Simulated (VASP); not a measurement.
**SrZr2O3: single point with PBE**

Crystal: SrZr2O3.

```
Sr Zr O
1.0
    -2.47260    2.47260    4.59431
     2.47260   -2.47260    4.59431
     2.47260    2.47260   -4.59431
Sr Zr O
1 2 3
Direct
  0.50000 0.50000 0.00000
  0.50000 0.00000 0.50000
  0.00000 0.50000 0.50000
  0.73609 0.73609 0.00000
  0.26391 0.26391 0.00000
  0.00000 0.00000 0.00000
```

The cell was generated, and may not be a known phase.

* Program: VASP 6.6.1
* Task: single point
* Functional: PBE
* Potentials or basis: VASP PAW PBE potentials, release 64 (Sr_sv, Zr_sv, O_h)
* Cutoff: 1340 eV
* k mesh: 3 × 3 × 3
* Occupations: gaussian, width 0.15 eV
* Spin: no spin polarisation
* Dipole correction: no
* Further INCAR settings: ALGO = Normal; EDIFF = 1e-06; NBANDS = 35

The pressure is 0.9 GPa and the largest force is 0.178 eV/Å. The band gap on the k mesh is zero (bands 26 and 27 overlap by 0.71 eV).

Forces on the atoms (eV/Å):
```
Sr   0.000  0.000  0.000
Zr   0.000  0.000  0.000
Zr   0.000  0.000  0.000
O    0.000  0.000  0.178
O    0.000  0.000 -0.178
O    0.000  0.000  0.000
```

Stress tensor (GPa, compression positive):
```
0.58 0.00 0.00
0.00 0.58 0.00
0.00 0.00 1.44
```

Levels at points of the mesh, in eV from the Fermi level:
```csv
k point,band 22,band 23,band 24,band 25,band 26,band 27,band 28,band 29,band 30,band 31
"(0.00, 0.00, 0.00)",-2.27,-1.53,-1.28,-1.28,-0.94,-0.37,0.10,0.35,0.35,1.27
```

It took 6.6 min on 1 thread of AMD EPYC 7R43 64-Core Processor (Zen 3) (shared host), peak memory 0.67 GiB.

Caveat: the k points lie up to 0.48 Å⁻¹ apart, too coarse for converged energies and pressures of a metal.
